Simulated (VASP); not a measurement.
# Pd (Fd-3m) in VASP: a series of runs

Runs on Pd. Level: revPBE. Tasks: single point.

Program: VASP 6.6.1. These are calculated values, not measurements. Logs are shortened: lines on timing, memory, paths and dates and some standing lists are left out, and cuts for length are marked.

**1. The cell of the first run**

The structure is cubic, space group Fd-3m (No. 227). The conventional cell has a = 5.871 Å, b = 5.871 Å, c = 5.871 Å, α = 90.00°, β = 90.00°, γ = 90.00°. Within 3.4 Å of Pd (site symmetry -43m) lie 4 Pd at 2.54 Å.

This isn't the form of Pd at room conditions, which is fcc.

**2. Single point, revPBE, collinear spin**

File INCAR:

```
SYSTEM = Pd
PREC = Accurate ; ENCUT = 520
EDIFF = 1E-6 ; ISMEAR = -1
SIGMA = 0.05 ; LREAL = .False.
LASPH = .True. ; NELM = 150
ALGO = Normal ; ISIF = 2
LWAVE = .False. ; LCHARG = .False.
ISPIN = 2 ; MAGMOM = 0.5 0.5
LORBIT = 11 ; LMAXMIX = 4
GGA = RE ; NBANDS = 21
```

File KPOINTS:

```
Automatic mesh
0
Gamma
  10 10 10
  0 0 0
```

File POSCAR:

```
Pd
1.0
    0.0000000000      2.9353786788      2.9353786788
    2.9353786788      0.0000000000      2.9353786788
    2.9353786788      2.9353786788      0.0000000000
Pd
2
Direct
    0.1250000000      0.1250000000      0.1250000000
    0.8750000000      0.8750000000      0.8750000000
```

Potentials or basis: VASP PAW PBE potentials, release 64 (Pd).

Started as:

```console
> cat potpaw_PBE.64/Pd/POTCAR > POTCAR
> mpirun -np 1 vasp_std > vasp.out
```

OUTCAR:

```text
SYSTEM = Pd
   PREC = Accurate
   ENCUT = 520
   EDIFF = 1E-6
   ISMEAR = -1
   LREAL = .False.
   LASPH = .True.
   NELM = 150
   ISIF = 2
   ISPIN = 2
   LORBIT = 11
   GGA = RE

 ion  position               nearest neighbor table
   1  0.125  0.125  0.125-   2 2.54   2 2.54   2 2.54   2 2.54
   2  0.875  0.875  0.875-   1 2.54   1 2.54   1 2.54   1 2.54

  LATTYP: Found a face centered cubic cell.
 ALAT       =     5.8707573576

  Lattice vectors:

 A1 = (   0.0000000000,   2.9353786788,   2.9353786788)
 A2 = (   2.9353786788,   0.0000000000,   2.9353786788)
 A3 = (   2.9353786788,   2.9353786788,   0.0000000000)

Analysis of symmetry for initial positions (statically):
=====================================================================
 Subroutine PRICEL returns:
 Original cell was already a primitive cell.

 Routine SETGRP: Setting up the symmetry group for a
 face centered cubic supercell.

 Subroutine GETGRP returns: Found 48 space group operations
 (whereof 12 operations were pure point group operations)
 out of a pool of 48 trial point group operations.

The static configuration has the point symmetry D_3d.
 The point group associated with its full space group is O_h .

Analysis of symmetry for dynamics (positions and initial velocities):
=====================================================================
 Subroutine PRICEL returns:
 Original cell was already a primitive cell.

 Routine SETGRP: Setting up the symmetry group for a
 face centered cubic supercell.

 Subroutine GETGRP returns: Found 48 space group operations
 (whereof 12 operations were pure point group operations)
 out of a pool of 48 trial point group operations.

The dynamic configuration has the point symmetry D_3d.
 The point group associated with its full space group is O_h .

Analysis of structural, dynamic, and magnetic symmetry:
=====================================================================
 Subroutine PRICEL returns:
 Original cell was already a primitive cell.

 Routine SETGRP: Setting up the symmetry group for a
 face centered cubic supercell.

 Subroutine GETGRP returns: Found 48 space group operations
 (whereof 12 operations were pure point group operations)
 out of a pool of 48 trial point group operations.

The overall configuration has the point symmetry D_3d.
 The point group associated with its full space group is O_h .

 Subroutine INISYM returns: Found 48 space group operations
 (whereof 12 operations are pure point group operations),
 and found     1 'primitive' translations

----------------------------------------------------------------------------------------

                                     Primitive cell

  volume of cell :      50.5851

  direct lattice vectors                    reciprocal lattice vectors
     0.000000000  2.935378679  2.935378679    -0.170335774  0.170335774  0.170335774
     2.935378679  0.000000000  2.935378679     0.170335774 -0.170335774  0.170335774
     2.935378679  2.935378679  0.000000000     0.170335774  0.170335774 -0.170335774

  length of vectors
     4.151252338  4.151252338  4.151252338     0.295030215  0.295030215  0.295030215

  position of ions in fractional coordinates (direct lattice)
     0.125000000  0.125000000  0.125000000
     0.875000000  0.875000000  0.875000000

  ion indices of the primitive-cell ions
   primitive index   ion index
                 1           1
                 2           2

----------------------------------------------------------------------------------------

 KPOINTS: Automatic mesh

Automatic generation of k-mesh.
 Grid dimensions read from file:
 generate k-points for:   10   10   10

 Generating k-lattice:

  Cartesian coordinates                     Fractional coordinates (reciprocal lattice)
    -0.017033577  0.017033577  0.017033577     0.100000000  0.000000000  0.000000000
     0.017033577 -0.017033577  0.017033577     0.000000000  0.100000000  0.000000000
     0.017033577  0.017033577 -0.017033577     0.000000000  0.000000000  0.100000000

  Length of vectors
     0.029503022  0.029503022  0.029503022

  Shift w.r.t. Gamma in fractional coordinates (k-lattice)
     0.000000000  0.000000000  0.000000000

 Subroutine IBZKPT returns following result:
 ===========================================

 Found     47 irreducible k-points:

 Following reciprocal coordinates:
            Coordinates               Weight
  0.000000  0.000000  0.000000      1.000000
  0.100000  0.000000  0.000000      8.000000
  0.200000  0.000000  0.000000      8.000000
  0.300000  0.000000  0.000000      8.000000
  0.400000  0.000000  0.000000      8.000000
  0.500000  0.000000  0.000000      4.000000
[... 16 lines left out ...]
  0.300000  0.300000  0.000000      6.000000
  0.400000  0.300000  0.000000     24.000000
 [... further k-points ...]
   k-points           NKPTS =     47   k-points in BZ     NKDIM =     47   number of bands    NBANDS=     21
   number of dos      NEDOS =    301   number of ions     NIONS =      2
   total plane-waves  NPLWV =  32768
   dimension x,y,z NGX =    32 NGY =   32 NGZ =   32
   dimension x,y,z NGXF=    64 NGYF=   64 NGZF=   64
   ions per type =               2
   NGX,Y,Z   is equivalent  to a cutoff of  12.82, 12.82, 12.82 a.u.
   NGXF,Y,Z  is equivalent  to a cutoff of  25.63, 25.63, 25.63 a.u.
 SYSTEM =  Pd
   PREC   = accura    normal or accurate (medium, high low for compatibility)
   ISTART =      0    job   : 0-new  1-cont  2-samecut
   ICHARG =      2    charge: 1-file 2-atom 10-const
   ISPIN  =      2    spin polarized calculation?
   LNONCOLLINEAR =      F non collinear calculations
   LSORBIT =      F    spin-orbit coupling
   LASPH  =      T    aspherical Exc in radial PAW
   ENCUT  =  520.0 eV  38.22 Ry    6.18 a.u.   7.72  7.72  7.72*2*pi/ulx,y,z
   NELM   =    150;   NELMIN=  2; NELMDL= -5     # of ELM steps
   EDIFF  = 0.1E-05   stopping-criterion for ELM
   LREAL  =      F    real-space projection
   EDIFFG = 0.1E-04   stopping-criterion for IOM
   NSW    =      0    number of steps for IOM
   IBRION =     -1    ionic relax: 0-MD 1-quasi-New 2-CG
   NFREE  =      0    steps in history (QN), initial steepest desc. (CG)
   ISIF   =      2    stress and relaxation
   ISYM   =      2    0-nonsym 1-usesym 2-fastsym
   POTIM  = 0.5000    time-step for ionic-motion
   TEBEG  =    0.0;   TEEND  =   0.0 temperature during run
   PSTRESS=    0.0 pullay stress
   NELECT =      20.0000    total number of electrons
   NUPDOWN=      -1.0000    fix difference up-down
   EMIN   =  10.00;   EMAX   =-10.00  energy-range for DOS
   EFERMI =   0.00;   METHOD = LEGACY
   ISMEAR =    -1;   SIGMA  =   0.05  broadening in eV -4-tet -1-fermi 0-gaus
   EFERMI_NEDOS =   21; number of points for ismear=-14 and -15
   IALGO  =     38    algorithm
   IMIX   =      4    mixing-type and parameters
     AMIX     =   0.40;   BMIX     =  1.00
     AMIX_MAG =   1.60;   BMIX_MAG =  1.00
  volume/ion in A,a.u.               =      25.29       170.68
  Fermi-wavevector in a.u.,A,eV,Ry     =   1.201556  2.270612 19.643233  1.443737
  Thomas-Fermi vector in A             =   2.337362
   LORBIT       =     11    0 simple, 1 ext, 2 COOP (PROOUT), +10 PAW based schemes
   GGA     = RE    functional components
   LHFCALC =     F    Hartree Fock is set to
   AEXX    =    0.0000 exact exchange contribution
   IVDW    =     0    specifies the selected vdW correction
   LEPSILON=     F    determine dielectric tensor
   LRPA    =     F    only Hartree local field effects (RPA)
 spin polarized calculation
  energy-cutoff  :      520.00
  volume of cell :       50.59
 maximum number of plane-waves:      1380
   NGX = 15   NGY = 15   NGZ = 15

 number of electron      20.0000007 magnetization       0.9056599

 Free energy of the ion-electron system (eV)
  ---------------------------------------------------
  ext. energy  EPLUGINS =         0.00000000
  ---------------------------------------------------
  free energy    TOTEN  =        -7.42600057 eV

  energy without entropy =       -7.38886785  energy(sigma->0) =       -7.40743421

 E-fermi :   3.7531     XC(G=0):  -9.6096

 val. band max:        3.7504711495   @ k =  -0.4000   0.3000   0.1000
 cond. band min:       3.7564745406   @ k =   0.1000   0.1000   0.0000
 fundamental gap:      0.0060033911
 Fermi energy:         3.7531214054

 spin component 1

 k-point     1 :       0.0000    0.0000    0.0000
  band No.  band energies     occupation
      1      -0.5710      1.00000
      2       0.4448      1.00000
      3       0.4448      1.00000
      4       0.5329      1.00000
      5       0.5329      1.00000
      6       0.5329      1.00000
[... 13 lines left out ...]
     20      17.6618      0.00000
     21      17.6618      0.00000
[... 529 lines left out ...]
 k-point    24 :       0.4000    0.3000    0.0000
  band No.  band energies     occupation
      1      -0.0174      1.00000
      2       0.4115      1.00000
      3       0.4546      1.00000
      4       0.8714      1.00000
      5       1.1765      1.00000
      6       1.3692      1.00000
[... 13 lines left out ...]
     20      22.1448      0.00000
     21      23.1982      0.00000

 [... further k-points ...]

 spin component 2

 k-point     1 :       0.0000    0.0000    0.0000
  band No.  band energies     occupation
      1      -0.5364      1.00000
      2       0.7085      1.00000
      3       0.7085      1.00000
      4       0.8299      1.00000
      5       0.8299      1.00000
      6       0.8299      1.00000
[... 13 lines left out ...]
     20      17.6829      0.00000
     21      17.6829      0.00000
[... 529 lines left out ...]
 k-point    24 :       0.4000    0.3000    0.0000
  band No.  band energies     occupation
      1       0.2502      1.00000
      2       0.7093      1.00000
      3       0.7650      1.00000
      4       1.1363      1.00000
      5       1.4557      1.00000
      6       1.4960      1.00000
[... 13 lines left out ...]
     20      22.1725      0.00000
     21      23.2562      0.00000

 [... further k-points ...]

------------------------ aborting loop because EDIFF is reached ----------------------------------------

  FORCE on cell =-STRESS in cart. coord.  units (eV):
  Direction    XX          YY          ZZ          XY          YZ          ZX
  --------------------------------------------------------------------------------------
  -------------------------------------------------------------------------------------
  Total       -0.0781583     -0.0781583     -0.0781583     -0.0000000      0.0000000      0.0000000
  in kB       -2.4755026     -2.4755026     -2.4755026     -0.0000000      0.0000000      0.0000000
  external PRESSURE =      -2.4755026 kB  Pullay stress =       0.0000000 kB

 VOLUME and BASIS-vectors are now :
 -----------------------------------------------------------------------------
  energy-cutoff  :      520.00
  volume of cell :       50.59
      direct lattice vectors                 reciprocal lattice vectors
     0.000000000  2.935378679  2.935378679    -0.170335774  0.170335774  0.170335774
     2.935378679  0.000000000  2.935378679     0.170335774 -0.170335774  0.170335774
     2.935378679  2.935378679  0.000000000     0.170335774  0.170335774 -0.170335774

 POSITION                                       TOTAL-FORCE (eV/Angst)
 -----------------------------------------------------------------------------------
      0.73384      0.73384      0.73384         0.000000      0.000000      0.000000
      5.13691      5.13691      5.13691        -0.000000     -0.000000     -0.000000
 -----------------------------------------------------------------------------------
    total drift:                                0.000000      0.000000     -0.000000

  FREE ENERGIE OF THE ION-ELECTRON SYSTEM (eV)
  ---------------------------------------------------
  free  energy   TOTEN  =        -7.4260005720 eV

  energy  without entropy=       -7.3888678535  energy(sigma->0) =       -7.40743421

 total charge

# of ion       s       p       d       tot
------------------------------------------
    1        0.479   0.267   8.520   9.266
    2        0.479   0.267   8.520   9.266
--------------------------------------------------
tot          0.958   0.535  17.040  18.533

 magnetization (x)

# of ion       s       p       d       tot
------------------------------------------
    1       -0.007  -0.003   0.457   0.448
    2       -0.007  -0.003   0.457   0.448
--------------------------------------------------
tot         -0.013  -0.006   0.915   0.895
```

Run time: 96 s. Hardware: 1 thread of Intel Xeon 8259CL, shared host; peak memory 0.24 GiB.

Results:

- Free energy: -7.4260 eV
- Pressure: -0.2 GPa
- Net moment: 0.91 μB per cell
- Site moments: Pd +0.45 μB
- Valence electrons inside the program's atomic spheres: Pd 9.27

Caveat: the PAW data sets were made with another functional, which shifts forces and pressure a little.

**3. Single point, revPBE, collinear spin (22.26 Å³/atom)**

This run uses another cell than the first one, of 22.26 Å³/atom.

File INCAR:

```
  PREC = Accurate
  ENCUT = 520
  EDIFF = 1E-7
  ISMEAR = -1
  SIGMA = 0.05
  LREAL = False
  LASPH = True
  NELM = 150
  ALGO = Normal
  ISIF = 2
  LWAVE = False
  LCHARG = True
  ISPIN = 2
  MAGMOM = 0.45 0.45
  LORBIT = 11
  LMAXMIX = 4
  GGA = RE
  LELF = True
  LVHAR = True
  NBANDS = 21
```

File KPOINTS:

```
regular mesh
0
Gamma
  11 11 11
```

File POSCAR:

```
Pd
1.0
    0.0000000000      2.8129263379      2.8129263379
    2.8129263379      0.0000000000      2.8129263379
    2.8129263379      2.8129263379      0.0000000000
Pd
2
Direct
    0.1250000000      0.1250000000      0.1250000000
    0.8750000000      0.8750000000      0.8750000000
```

Potentials or basis: VASP PAW PBE potentials, release 64 (Pd).

Started as:

```console
> cat potpaw_PBE.64/Pd/POTCAR > POTCAR
> mpirun -np 1 vasp_std > vasp.out
```

Run time: 2.1 min. Hardware: 1 thread of Intel Xeon 8259CL, shared host; peak memory 0.23 GiB.

It converged, with:

- Free energy: -7.2612 eV
- Pressure: 9.9 GPa
- Net moment: 1.00 μB per cell
- Site moments: Pd +0.48 μB
- Valence electrons inside the program's atomic spheres: Pd 9.44

Levels at points of the mesh, in eV from the Fermi level:
Spin up:
```
           k point  band 9  band 10  band 11  band 12  band 13  band 14
(0.00, 0.00, 0.00)   -1.72    -0.40    -0.40    12.25    12.25    12.25
```
Spin down:
```tsv
k point	band 7	band 8	band 9	band 10	band 11	band 12	band 13	band 14
(0.00, 0.00, 0.00)	-1.36	-1.36	-1.36	-0.03	-0.03	12.33	12.33	12.33
```

Caveat: the cell stands under pressure; the PAW data sets were made with another functional, which shifts forces and pressure a little.

[end of part 1 of 2]
